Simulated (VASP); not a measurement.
# GaS (P6_3/mmc) in VASP: vibrations by perturbation theory with LDA

Aim: the vibrations by perturbation theory of GaS with LDA.

Everything below comes from runs of VASP 6.6.1. Logs are shortened: lines on timing, memory, paths and dates and some standing lists are left out, and cuts for length are marked.

## 1. The cell of the first run

It takes space group P6_3/mmc (No. 194, hexagonal). The conventional cell has a = 3.585 Å, b = 3.585 Å, c = 15.500 Å, α = 90.00°, β = 90.00°, γ = 120.00°. Within 3.1 Å of Ga (site symmetry 3m) lie 3 S at 2.34 Å and 1 Ga at 2.48 Å. Within 3.1 Å of S (site symmetry 3m) lie 3 Ga at 2.34 Å.

## 2. Vibrations by perturbation theory, LDA

The input, INCAR:

```
SYSTEM = GaS
  ALGO = Normal
  EDIFF = 1E-8
  ENCUT = 500
  GGA = CA
  GGA_COMPAT = .False.
  IBRION = 8
  ISIF = 2
  ISMEAR = 0
  KPAR = 4
  LASPH = .True.
  LCHARG = .True.
  LREAL = .False.
  LWAVE = .False.
  NBANDS = 48
  NELM = 120
  NSW = 1
  PREC = Accurate
  SIGMA = 0.01
```

The input, KPOINTS:

```
k-points
0
Gamma
  6 6 2
  0 0 0
```

The input, POSCAR:

```
GaS
1.0
    3.5850000000      0.0000000000      0.0000000000
   -1.7925000000      3.1047010700      0.0000000000
    0.0000000000      0.0000000000     15.5000000000
Ga S
4 4
Direct
    0.3333333300      0.6666666700      0.1700000000
    0.6666666700      0.3333333300      0.6700000000
    0.3333333300      0.6666666700      0.3300000000
    0.6666666700      0.3333333300      0.8300000000
    0.3333333300      0.6666666700      0.6000000000
    0.6666666700      0.3333333300      0.1000000000
    0.3333333300      0.6666666700      0.9000000000
    0.6666666700      0.3333333300      0.4000000000
```

Potentials or basis: VASP PAW LDA potentials, release 64 (Ga_d, S).

On the command line:

```sh
$ cat potpaw_LDA.64/Ga_d/POTCAR potpaw_LDA.64/S/POTCAR > POTCAR
$ mpirun -np 4 vasp_std > vasp.out
```

OUTCAR:

```text
SYSTEM = GaS
   EDIFF = 1E-8
   ENCUT = 500
   GGA = CA
   IBRION = 8
   ISIF = 2
   ISMEAR = 0
   LASPH = .True.
   LREAL = .False.
   NELM = 120
   NSW = 1
   PREC = Accurate

 ion  position               nearest neighbor table
   1  0.333  0.667  0.170-   6 2.34   6 2.34   6 2.34   3 2.48
   2  0.667  0.333  0.670-   5 2.34   5 2.34   5 2.34   4 2.48
   3  0.333  0.667  0.330-   8 2.34   8 2.34   8 2.34   1 2.48
   4  0.667  0.333  0.830-   7 2.34   7 2.34   7 2.34   2 2.48
   5  0.333  0.667  0.600-   2 2.34   2 2.34   2 2.34
   6  0.667  0.333  0.100-   1 2.34   1 2.34   1 2.34
   7  0.333  0.667  0.900-   4 2.34   4 2.34   4 2.34
   8  0.667  0.333  0.400-   3 2.34   3 2.34   3 2.34

  LATTYP: Found a hexagonal cell.
 ALAT       =     3.5850000000
 C/A-ratio  =     4.3235704324

  Lattice vectors:

 A1 = (   3.5850000000,   0.0000000000,   0.0000000000)
 A2 = (  -1.7925000000,   3.1047010700,   0.0000000000)
 A3 = (   0.0000000000,   0.0000000000,  15.5000000000)

Analysis of symmetry for initial positions (statically):
=====================================================================
 Subroutine PRICEL returns:
 Original cell was already a primitive cell.

 Routine SETGRP: Setting up the symmetry group for a
 hexagonal supercell.

 Subroutine GETGRP returns: Found 24 space group operations
 (whereof 12 operations were pure point group operations)
 out of a pool of 24 trial point group operations.

The static configuration has the point symmetry D_3d.
 The point group associated with its full space group is D_6h.

Analysis of symmetry for dynamics (positions and initial velocities):
=====================================================================
 Subroutine PRICEL returns:
 Original cell was already a primitive cell.
[... 938 lines left out ...]

 INTERNAL STRAIN TENSOR  FOR ION    5  DIRECTION 3   (eV/Angst):
 -----------------------------------------------------------------------------
     6.75026  0.00000  0.00000
     0.00000  6.75026 -0.00000
     0.00000  0.00000  9.38223

 INTERNAL STRAIN TENSOR FOR ION    8 for displacements in x,y,z  (eV/Angst):
          X           Y           Z          XY          YZ          ZX
  --------------------------------------------------------------------------------
  x     0.00000     0.00000     0.00000     3.65414     0.00000    -8.02069
  y     3.65414    -3.65414     0.00000     0.00000    -7.33773     0.00000
  z    -6.75026    -6.75026    -9.38223     0.00000     0.00000     0.00000

 SECOND DERIVATIVES (NOT SYMMETRIZED)
 ------------------------------------
               1X          1Y          1Z          2X          2Y          2Z          3X          3Y          3Z          4X          4Y          4Z          5X          5Y          5Z          6X          6Y          6Z          7X          7Y          7Z          8X          8Y          8Z
  1X    -6.591086    0.000000    0.000000    0.006865    0.000000    0.000000    0.205567    0.000000    0.000000   -0.004086    0.000000    0.000000    0.006147    0.000000    0.000000    6.003164    0.000000    0.000000    0.022390    0.000000    0.000000    0.351038    0.000000   -0.000000
  1Y     0.000000   -6.591086    0.000000    0.000000    0.006865    0.000000   -0.000000    0.205567    0.000000    0.000000   -0.004086    0.000000    0.000000    0.006147    0.000000    0.000000    6.003164    0.000000    0.000000    0.022390    0.000000    0.000000    0.351038    0.000000
  1Z     0.000000   -0.000000  -13.590616    0.000000    0.000000    0.194182    0.000000    0.000000    5.346904    0.000000    0.000000    0.141409    0.000000    0.000000   -0.213796    0.000000    0.000000    8.243116    0.000000    0.000000   -0.157953    0.000000    0.000000    0.036755
  2X     0.006865    0.000000    0.000000   -6.591086    0.000000    0.000000   -0.004086    0.000000    0.000000    0.205567    0.000000    0.000000    6.003164    0.000000    0.000000    0.006147    0.000000   -0.000000    0.351038    0.000000    0.000000    0.022390    0.000000    0.000000
  2Y     0.000000    0.006865    0.000000    0.000000   -6.591086   -0.000000    0.000000   -0.004086    0.000000    0.000000    0.205567   -0.000000    0.000000    6.003164    0.000000    0.000000    0.006147   -0.000000    0.000000    0.351038    0.000000    0.000000    0.022390   -0.000000
  2Z    -0.000000    0.000000    0.194182   -0.000000    0.000000  -13.590616   -0.000000    0.000000    0.141409    0.000000   -0.000000    5.346904    0.000000    0.000000    8.243116    0.000000   -0.000000   -0.213796    0.000000   -0.000000    0.036755   -0.000000    0.000000   -0.157953
  3X     0.205567    0.000000    0.000000   -0.004086    0.000000    0.000000   -6.591086    0.000000    0.000000    0.006865    0.000000    0.000000    0.022390    0.000000    0.000000    0.351038    0.000000    0.000000    0.006147    0.000000   -0.000000    6.003164    0.000000    0.000000
  3Y     0.000000    0.205567   -0.000000    0.000000   -0.004086    0.000000    0.000000   -6.591086   -0.000000    0.000000    0.006865    0.000000    0.000000    0.022390   -0.000000    0.000000    0.351038    0.000000    0.000000    0.006147   -0.000000    0.000000    6.003164    0.000000
  3Z     0.000000   -0.000000    5.346904   -0.000000    0.000000    0.141409   -0.000000    0.000000  -13.590616   -0.000000    0.000000    0.194182   -0.000000    0.000000   -0.157953    0.000000   -0.000000    0.036755    0.000000   -0.000000   -0.213796    0.000000    0.000000    8.243116
  4X    -0.004086    0.000000    0.000000    0.205567    0.000000    0.000000    0.006865    0.000000    0.000000   -6.591086    0.000000    0.000000    0.351038    0.000000   -0.000000    0.022390    0.000000    0.000000    6.003164    0.000000    0.000000    0.006147    0.000000    0.000000
  4Y     0.000000   -0.004086    0.000000   -0.000000    0.205567    0.000000    0.000000    0.006865    0.000000    0.000000   -6.591086    0.000000    0.000000    0.351038    0.000000    0.000000    0.022390    0.000000    0.000000    6.003164    0.000000    0.000000    0.006147    0.000000
  4Z     0.000000    0.000000    0.141409    0.000000    0.000000    5.346904    0.000000    0.000000    0.194182    0.000000   -0.000000  -13.590616    0.000000    0.000000    0.036755    0.000000    0.000000   -0.157953    0.000000    0.000000    8.243116    0.000000    0.000000   -0.213796
  5X     0.003721    0.000000    0.000000    6.001554    0.000000    0.000000    0.019422    0.000000    0.000000    0.348495    0.000000    0.000000   -6.503154   -0.000000    0.000000   -0.000599    0.000000    0.000000    0.088479    0.000000    0.000000    0.042082    0.000000   -0.000000
  5Y     0.000000    0.003721    0.000000    0.000000    6.001554    0.000000    0.000000    0.019422    0.000000   -0.000000    0.348495    0.000000    0.000000   -6.503154    0.000000    0.000000   -0.000599    0.000000    0.000000    0.088479    0.000000    0.000000    0.042082    0.000000
  5Z     0.000000    0.000000   -0.161524    0.000000   -0.000000    8.190404    0.000000    0.000000   -0.101914   -0.000000   -0.000000   -0.021144    0.000000    0.000000   -8.610902    0.000000    0.000000    0.210655    0.000000   -0.000000    0.166280    0.000000    0.000000    0.328144
  6X     6.001554    0.000000    0.000000    0.003721    0.000000    0.000000    0.348495    0.000000    0.000000    0.019422    0.000000    0.000000   -0.000599   -0.000000    0.000000   -6.503154   -0.000000    0.000000    0.042082    0.000000    0.000000    0.088479    0.000000   -0.000000
  6Y     0.000000    6.001554    0.000000    0.000000    0.003721    0.000000    0.000000    0.348495    0.000000    0.000000    0.019422    0.000000   -0.000000   -0.000599    0.000000    0.000000   -6.503154   -0.000000    0.000000    0.042082   -0.000000    0.000000    0.088479   -0.000000
  6Z     0.000000   -0.000000    8.190404    0.000000    0.000000   -0.161524    0.000000    0.000000   -0.021144    0.000000    0.000000   -0.101914    0.000000    0.000000    0.210655    0.000000    0.000000   -8.610902   -0.000000   -0.000000    0.328144    0.000000    0.000000    0.166280
  7X     0.019422    0.000000    0.000000    0.348495    0.000000    0.000000    0.003721    0.000000    0.000000    6.001554    0.000000    0.000000    0.088479    0.000000   -0.000000    0.042082    0.000000    0.000000   -6.503154   -0.000000    0.000000   -0.000599   -0.000000    0.000000
  7Y     0.000000    0.019422    0.000000    0.000000    0.348495    0.000000    0.000000    0.003721    0.000000    0.000000    6.001554    0.000000    0.000000    0.088479   -0.000000    0.000000    0.042082   -0.000000    0.000000   -6.503154   -0.000000   -0.000000   -0.000599    0.000000
  7Z     0.000000    0.000000   -0.101914    0.000000    0.000000   -0.021144    0.000000    0.000000   -0.161524    0.000000   -0.000000    8.190404    0.000000    0.000000    0.166280   -0.000000   -0.000000    0.328144    0.000000    0.000000   -8.610902    0.000000    0.000000    0.210655
  8X     0.348495    0.000000    0.000000    0.019422    0.000000    0.000000    6.001554    0.000000    0.000000    0.003721    0.000000    0.000000    0.042082    0.000000   -0.000000    0.088479    0.000000    0.000000   -0.000599    0.000000    0.000000   -6.503154   -0.000000    0.000000
  8Y    -0.000000    0.348495    0.000000    0.000000    0.019422    0.000000    0.000000    6.001554    0.000000    0.000000    0.003721    0.000000    0.000000    0.042082    0.000000    0.000000    0.088479    0.000000    0.000000   -0.000599    0.000000    0.000000   -6.503154    0.000000
  8Z    -0.000000   -0.000000   -0.021144    0.000000    0.000000   -0.101914    0.000000   -0.000000    8.190404    0.000000    0.000000   -0.161524    0.000000    0.000000    0.328144    0.000000   -0.000000    0.166280    0.000000    0.000000    0.210655    0.000000    0.000000   -8.610902

 Eigenvectors and eigenvalues of the dynamical matrix
 ----------------------------------------------------

   1 f  =   10.446758 THz    65.638916 2PiTHz  348.466338 cm-1    43.204300 meV
             X         Y         Z           dx          dy          dz
     -0.000000  2.069801  2.635000    -0.000000    0.000000    0.350189
      1.792500  1.034900 10.385000     0.000000   -0.000000    0.350189
     -0.000000  2.069801  5.115000    -0.000000   -0.000000   -0.350189
      1.792500  1.034900 12.865000     0.000000   -0.000000   -0.350189
     -0.000000  2.069801  9.300000    -0.000000    0.000000   -0.356886
      1.792500  1.034900  1.550000     0.000000    0.000000   -0.356886
     -0.000000  2.069801 13.950000    -0.000000    0.000000    0.356886
      1.792500  1.034900  6.200000     0.000000    0.000000    0.356886
[... 243 lines left out ...]
  24 f/i=    0.002929 THz     0.018406 2PiTHz    0.097714 cm-1     0.012115 meV
             X         Y         Z           dx          dy          dz
     -0.000000  2.069801  2.635000    -0.405468    0.082213    0.000000
      1.792500  1.034900 10.385000    -0.405468    0.082213    0.000000
     -0.000000  2.069801  5.115000    -0.405468    0.082213    0.000000
      1.792500  1.034900 12.865000    -0.405468    0.082213    0.000000
     -0.000000  2.069801  9.300000    -0.275179    0.055796    0.000000
      1.792500  1.034900  1.550000    -0.275179    0.055796    0.000000
     -0.000000  2.069801 13.950000    -0.275179    0.055796    0.000000
      1.792500  1.034900  6.200000    -0.275179    0.055796    0.000000

--------------------------------------------------------------------------------------------------------

 ELASTIC MODULI CONTR FROM IONIC RELAXATION (kBar)
 Direction    XX          YY          ZZ          XY          YZ          ZX
 --------------------------------------------------------------------------------
 XX        -281.2908   -104.4483   -227.8284     -0.0000      0.0000     -0.0000
 YY        -104.4483   -281.2908   -227.8284      0.0000     -0.0000      0.0000
 ZZ        -227.8284   -227.8284   -891.2489      0.0000     -0.0000      0.0000
 XY          -0.0000      0.0000      0.0000    -88.4212      0.0000     -0.0000
 YZ           0.0000     -0.0000     -0.0000      0.0000   -375.1657      0.0000
 ZX          -0.0000      0.0000      0.0000      0.0000      0.0000   -444.1535
 --------------------------------------------------------------------------------
```

Wall time 15 min (4 MPI ranks of Intel Xeon Platinum 8259CL at 2.50GHz (Skylake/Cascade Lake), shared host); peak memory 0.71 GiB.

Results:

- Highest phonon frequency at Γ, LO-TO splitting left out: 348 cm⁻¹

Phonon frequencies in cm⁻¹ (negative: imaginary):
| q point | frequencies |
| --- | --- |
| (0.000, 0.000, 0.000) | 0 0 0 23 23 35 73 73 75 75 162 166 277 277 278 278 281 281 281 281 313 329 348 348 |

Caveat: the cell stands under pressure or tension, which shifts response properties.
